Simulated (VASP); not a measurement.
# InP in VASP: single point with PBE

Aim: the single point of InP with PBE.

All numbers are computed with VASP 6.6.1; they aren't measurements. Logs are shortened: lines on timing, memory, paths and dates and some standing lists are left out, and cuts for length are marked.

## (1) The cell of the first run

The cell holds a slab with vacuum, 12 atoms: a = 4.214 Å, b = 5.960 Å, c = 25.536 Å, α = 90.00°, β = 90.00°, γ = 90.00°.

## (2) Single point, PBE

Contents of INCAR:

```
SYSTEM = InP
PREC = Accurate ; ENCUT = 400
EDIFF = 1E-6 ; ISMEAR = 0
SIGMA = 0.05 ; LREAL = .FALSE.
LASPH = .TRUE. ; NELM = 120
ALGO = Normal ; ISIF = 2
LWAVE = .FALSE. ; LCHARG = .FALSE.
GGA = PE ; NBANDS = 66
GGA_COMPAT = .FALSE. ; NELMDL = -8
```

Contents of KPOINTS:

```
regular mesh
0
G
  8 6 1
  0 0 0
```

Contents of POSCAR:

```
InP
1.0
    4.2144047934      0.0000000000      0.0000000000
    0.0000000000      5.9600684162      0.0000000000
    0.0000000000      0.0000000000     25.5360119836
In P
6 6
Direct
    0.5000000000      0.5000000000      0.2937028697
    0.0000000000      0.0000000000      0.3762217218
    0.5000000000      0.5000000000      0.4587405739
    0.0000000000      0.0000000000      0.5412594261
    0.5000000000      0.5000000000      0.6237782782
    0.0000000000      0.0000000000      0.7062971303
    0.0000000000      0.2500000000      0.2937028697
    0.5000000000      0.7500000000      0.3762217218
    0.0000000000      0.2500000000      0.4587405739
    0.5000000000      0.7500000000      0.5412594261
    0.0000000000      0.2500000000      0.6237782782
    0.5000000000      0.7500000000      0.7062971303
```

Potentials or basis: VASP PAW PBE potentials, release 64 (In_d, P).

Run with:

```console
$ cat potpaw_PBE.64/In_d/POTCAR potpaw_PBE.64/P/POTCAR > POTCAR
$ mpirun -np 1 vasp_std > vasp.out
```

OUTCAR:

```text
SYSTEM = InP
   PREC = Accurate
   ENCUT = 400
   EDIFF = 1E-6
   ISMEAR = 0
   LREAL = .FALSE.
   LASPH = .TRUE.
   NELM = 120
   ISIF = 2
   GGA = PE
   NELMDL = -8

 ion  position               nearest neighbor table
   1  0.500  0.500  0.294-   8 2.58   7 2.58   7 2.58
   2  0.000  0.000  0.376-   7 2.58   9 2.58   8 2.58   8 2.58
   3  0.500  0.500  0.459-   8 2.58   9 2.58   9 2.58  10 2.58
   4  0.000  0.000  0.541-  11 2.58  10 2.58  10 2.58   9 2.58
   5  0.500  0.500  0.624-  10 2.58  12 2.58  11 2.58  11 2.58
   6  0.000  0.000  0.706-  11 2.58  12 2.58  12 2.58
   7  0.000  0.250  0.294-   2 2.58   1 2.58   1 2.58
   8  0.500  0.750  0.376-   1 2.58   3 2.58   2 2.58   2 2.58
   9  0.000  0.250  0.459-   2 2.58   3 2.58   3 2.58   4 2.58
  10  0.500  0.750  0.541-   5 2.58   4 2.58   4 2.58   3 2.58
  11  0.000  0.250  0.624-   4 2.58   6 2.58   5 2.58   5 2.58
  12  0.500  0.750  0.706-   5 2.58   6 2.58   6 2.58

  LATTYP: Found a simple orthorhombic cell.
 ALAT       =     4.2144047934
 B/A-ratio  =     1.4142135624
 C/A-ratio  =     6.0592214643

  Lattice vectors:

 A1 = (   4.2144047934,   0.0000000000,   0.0000000000)
 A2 = (   0.0000000000,   5.9600684162,   0.0000000000)
 A3 = (   0.0000000000,   0.0000000000,  25.5360119836)

Analysis of symmetry for initial positions (statically):
=====================================================================
 Subroutine PRICEL returns:
 Original cell was already a primitive cell.

 Routine SETGRP: Setting up the symmetry group for a
 simple orthorhombic supercell.

 Subroutine GETGRP returns: Found  4 space group operations
 (whereof  2 operations were pure point group operations)
 out of a pool of  8 trial point group operations.

The static configuration has the point symmetry C_1h.
 The point group associated with its full space group is C_2v.

Analysis of symmetry for dynamics (positions and initial velocities):
=====================================================================
 Subroutine PRICEL returns:
 Original cell was already a primitive cell.

 Routine SETGRP: Setting up the symmetry group for a
 simple orthorhombic supercell.

 Subroutine GETGRP returns: Found  4 space group operations
 (whereof  2 operations were pure point group operations)
 out of a pool of  8 trial point group operations.

The dynamic configuration has the point symmetry C_1h.
 The point group associated with its full space group is C_2v.

 Subroutine INISYM returns: Found  4 space group operations
 (whereof  2 operations are pure point group operations),
 and found     1 'primitive' translations

----------------------------------------------------------------------------------------

                                     Primitive cell

  volume of cell :     641.4171

  direct lattice vectors                    reciprocal lattice vectors
     4.214404793  0.000000000  0.000000000     0.237281431  0.000000000  0.000000000
     0.000000000  5.960068416  0.000000000     0.000000000  0.167783309  0.000000000
     0.000000000  0.000000000 25.536011984     0.000000000  0.000000000  0.039160383

  length of vectors
     4.214404793  5.960068416 25.536011984     0.237281431  0.167783309  0.039160383

  position of ions in fractional coordinates (direct lattice)
     0.500000000  0.500000000  0.293702870
     0.000000000  0.000000000  0.376221722
     0.500000000  0.500000000  0.458740574
     0.000000000  0.000000000  0.541259426
     0.500000000  0.500000000  0.623778278
     0.000000000  0.000000000  0.706297130
     0.000000000  0.250000000  0.293702870
     0.500000000  0.750000000  0.376221722
     0.000000000  0.250000000  0.458740574
     0.500000000  0.750000000  0.541259426
     0.000000000  0.250000000  0.623778278
     0.500000000  0.750000000  0.706297130

  ion indices of the primitive-cell ions
   primitive index   ion index
                 1           1
                 2           2
                 3           3
                 4           4
                 5           5
                 6           6
                 7           7
                 8           8
                 9           9
                10          10
                11          11
                12          12

----------------------------------------------------------------------------------------

 KPOINTS: regular mesh

Automatic generation of k-mesh.
 Grid dimensions read from file:
 generate k-points for:    8    6    1

 Generating k-lattice:

  Cartesian coordinates                     Fractional coordinates (reciprocal lattice)
     0.029660179  0.000000000  0.000000000     0.125000000  0.000000000  0.000000000
     0.000000000  0.027963885  0.000000000     0.000000000  0.166666667  0.000000000
     0.000000000  0.000000000  0.039160383     0.000000000  0.000000000  1.000000000

  Length of vectors
     0.029660179  0.027963885  0.039160383

  Shift w.r.t. Gamma in fractional coordinates (k-lattice)
     0.000000000  0.000000000  0.000000000

 Subroutine IBZKPT returns following result:
 ===========================================

 Found     20 irreducible k-points:

 Following reciprocal coordinates:
            Coordinates               Weight
  0.000000  0.000000  0.000000      1.000000
  0.125000  0.000000  0.000000      2.000000
  0.250000  0.000000  0.000000      2.000000
  0.375000  0.000000  0.000000      2.000000
  0.500000  0.000000  0.000000      1.000000
  0.000000  0.166667  0.000000      2.000000
[... 12 lines left out ...]
  0.375000  0.500000  0.000000      2.000000
  0.500000  0.500000  0.000000      1.000000
   k-points           NKPTS =     20   k-points in BZ     NKDIM =     20   number of bands    NBANDS=     66
   number of dos      NEDOS =    301   number of ions     NIONS =     12
   total plane-waves  NPLWV = 188160
   dimension x,y,z NGX =    28 NGY =   40 NGZ =  168
   dimension x,y,z NGXF=    56 NGYF=   80 NGZF=  336
   ions per type =               6   6
   NGX,Y,Z   is equivalent  to a cutoff of  11.05, 11.16, 10.94 a.u.
   NGXF,Y,Z  is equivalent  to a cutoff of  22.09, 22.31, 21.87 a.u.
 SYSTEM =  InP
   PREC   = accura    normal or accurate (medium, high low for compatibility)
   ISTART =      0    job   : 0-new  1-cont  2-samecut
   ICHARG =      2    charge: 1-file 2-atom 10-const
   ISPIN  =      1    spin polarized calculation?
   LNONCOLLINEAR =      F non collinear calculations
   LSORBIT =      F    spin-orbit coupling
   LASPH  =      T    aspherical Exc in radial PAW
   ENCUT  =  400.0 eV  29.40 Ry    5.42 a.u.   6.87  9.72 41.64*2*pi/ulx,y,z
   NELM   =    120;   NELMIN=  2; NELMDL= -8     # of ELM steps
   EDIFF  = 0.1E-05   stopping-criterion for ELM
   LREAL  =      F    real-space projection
   EDIFFG = 0.1E-04   stopping-criterion for IOM
   NSW    =      0    number of steps for IOM
   IBRION =     -1    ionic relax: 0-MD 1-quasi-New 2-CG
   NFREE  =      0    steps in history (QN), initial steepest desc. (CG)
   ISIF   =      2    stress and relaxation
   ISYM   =      2    0-nonsym 1-usesym 2-fastsym
   POTIM  = 0.5000    time-step for ionic-motion
   TEBEG  =    0.0;   TEEND  =   0.0 temperature during run
   PSTRESS=    0.0 pullay stress
   NELECT =     108.0000    total number of electrons
   NUPDOWN=      -1.0000    fix difference up-down
   EMIN   =  10.00;   EMAX   =-10.00  energy-range for DOS
   EFERMI =   0.00;   METHOD = LEGACY
   ISMEAR =     0;   SIGMA  =   0.05  broadening in eV -4-tet -1-fermi 0-gaus
   EFERMI_NEDOS =   21; number of points for ismear=-14 and -15
   IALGO  =     38    algorithm
   IMIX   =      4    mixing-type and parameters
     AMIX     =   0.40;   BMIX     =  1.00
     AMIX_MAG =   1.60;   BMIX_MAG =  1.00
  volume/ion in A,a.u.               =      53.45       360.71
  Fermi-wavevector in a.u.,A,eV,Ry     =   0.904002  1.708315 11.118940  0.817219
  Thomas-Fermi vector in A             =   2.027396
   LORBIT       =      0    0 simple, 1 ext, 2 COOP (PROOUT), +10 PAW based schemes
   GGA     = PE    functional components
   LHFCALC =     F    Hartree Fock is set to
   AEXX    =    0.0000 exact exchange contribution
   IVDW    =     0    specifies the selected vdW correction
   LEPSILON=     F    determine dielectric tensor
   LRPA    =     F    only Hartree local field effects (RPA)
 non-spin polarized calculation
 Gauss-broadening in eV      SIGMA  =   0.05
  energy-cutoff  :      400.00
  volume of cell :      641.42
 maximum number of plane-waves:     11692
 NGX is ok and might be reduce to    28
   NGX = 13   NGY = 19   NGZ = 83

 number of electron     108.0000077 magnetization

 Free energy of the ion-electron system (eV)
  ---------------------------------------------------
  ext. energy  EPLUGINS =         0.00000000
  ---------------------------------------------------
  free energy    TOTEN  =       -47.45660019 eV

  energy without entropy =      -47.45660019  energy(sigma->0) =      -47.45660019

 E-fermi :   0.1205     XC(G=0):  -5.0677

 val. band max:       -0.0917377834   @ k =   0.0000   0.1667   0.0000
 cond. band min:       0.3255513115   @ k =   0.0000   0.0000   0.0000
 fundamental gap:      0.4172890949
 Fermi energy:         0.1204925153

 k-point     1 :       0.0000    0.0000    0.0000
  band No.  band energies     occupation
      1     -14.4381      2.00000
      2     -14.4349      2.00000
      3     -14.4152      2.00000
      4     -14.4151      2.00000
      5     -14.3739      2.00000
      6     -14.3452      2.00000
[... 58 lines left out ...]
     65       4.1019      0.00000
     66       4.1211      0.00000

 k-point     2 :       0.1250    0.0000    0.0000
  band No.  band energies     occupation
      1     -14.4360      2.00000
      2     -14.4340      2.00000
      3     -14.4130      2.00000
      4     -14.4130      2.00000
      5     -14.3735      2.00000
      6     -14.3542      2.00000
[... 1300 lines left out ...]
     65       4.5412      0.00000
     66       4.5412      0.00000

------------------------ aborting loop because EDIFF is reached ----------------------------------------

  FORCE on cell =-STRESS in cart. coord.  units (eV):
  Direction    XX          YY          ZZ          XY          YZ          ZX
  --------------------------------------------------------------------------------------
  -------------------------------------------------------------------------------------
  Total       -2.5288072     -2.5077267      0.5729331      0.0000000      0.0000000      0.0000000
  in kB       -6.3166343     -6.2639780      1.4311129      0.0000000      0.0000000      0.0000000
  external PRESSURE =      -3.7164998 kB  Pullay stress =       0.0000000 kB

 VOLUME and BASIS-vectors are now :
 -----------------------------------------------------------------------------
  energy-cutoff  :      400.00
  volume of cell :      641.42
      direct lattice vectors                 reciprocal lattice vectors
     4.214404793  0.000000000  0.000000000     0.237281431  0.000000000  0.000000000
     0.000000000  5.960068416  0.000000000     0.000000000  0.167783309  0.000000000
     0.000000000  0.000000000 25.536011984     0.000000000  0.000000000  0.039160383

 POSITION                                       TOTAL-FORCE (eV/Angst)
 -----------------------------------------------------------------------------------
      2.10720      2.98003      7.50000         0.000000     -1.035675      1.092602
      0.00000      0.00000      9.60720         0.000000      0.266050      0.063748
      2.10720      2.98003     11.71440         0.000000     -0.146063      0.111362
      0.00000      0.00000     13.82161         0.000000     -0.146063     -0.111362
      2.10720      2.98003     15.92881         0.000000      0.266050     -0.063748
      0.00000      0.00000     18.03601         0.000000     -1.035675     -1.092602
      0.00000      1.49002      7.50000         0.000000      0.311547     -1.041242
      2.10720      4.47005      9.60720         0.000000      0.521926     -0.348024
      0.00000      1.49002     11.71440         0.000000      0.082215      0.166473
      2.10720      4.47005     13.82161         0.000000      0.082215     -0.166473
      0.00000      1.49002     15.92881         0.000000      0.521926      0.348024
      2.10720      4.47005     18.03601         0.000000      0.311547      1.041242
 -----------------------------------------------------------------------------------
    total drift:                                0.000000     -0.000622      0.000000

  FREE ENERGIE OF THE ION-ELECTRON SYSTEM (eV)
  ---------------------------------------------------
  free  energy   TOTEN  =       -47.4566001861 eV

  energy  without entropy=      -47.4566001860  energy(sigma->0) =      -47.45660019
```

Run time: 26 min. Hardware: 1 thread of Oxide Virtual Turin-like, shared host; peak memory 0.67 GiB.

What came out:

| Quantity | Value |
| --- | --- |
| Free energy | -47.4566 eV |
| Largest force | 1.505 eV/Å |
| Band gap on the k mesh | 0.42 eV (least direct gap 0.46 eV) |

Forces on the atoms (eV/Å):
```
In   0.000 -1.036  1.093
In   0.000  0.266  0.064
In   0.000 -0.146  0.111
In   0.000 -0.146 -0.111
In   0.000  0.266 -0.064
In   0.000 -1.036 -1.093
P    0.000  0.312 -1.041
P    0.000  0.522 -0.348
P    0.000  0.082  0.166
P    0.000  0.082 -0.166
P    0.000  0.522  0.348
P    0.000  0.312  1.041
```

Levels at points of the mesh, in eV from the valence-band top:
| k point | band 50 | band 51 | band 52 | band 53 | band 54 | band 55 | band 56 | band 57 | band 58 | band 59 |
| --- | --- | --- | --- | --- | --- | --- | --- | --- | --- | --- |
| (0.00, 0.00, 0.00) | -0.52 | -0.45 | -0.17 | -0.07 | -0.05 | 0.42 | 1.05 | 2.12 | 2.14 | 2.52 |
| (0.50, 0.00, 0.00) | -1.92 | -1.50 | -1.50 | -0.19 | -0.19 | 0.90 | 0.90 | 2.22 | 2.22 | 2.59 |
| (0.00, 0.50, 0.00) | -1.07 | -0.65 | -0.65 | -0.23 | -0.23 | 0.78 | 0.78 | 1.92 | 1.92 | 2.61 |
| (0.50, 0.50, 0.00) | -1.63 | -1.09 | -1.09 | -0.32 | -0.32 | 0.71 | 0.71 | 2.46 | 2.46 | 3.50 |

Caveat: there is no dipole correction, which matters where the two faces differ; semilocal functionals underestimate gaps, and a narrow one can read as zero; spin-orbit coupling is left out, which moves the levels of the heavy elements.
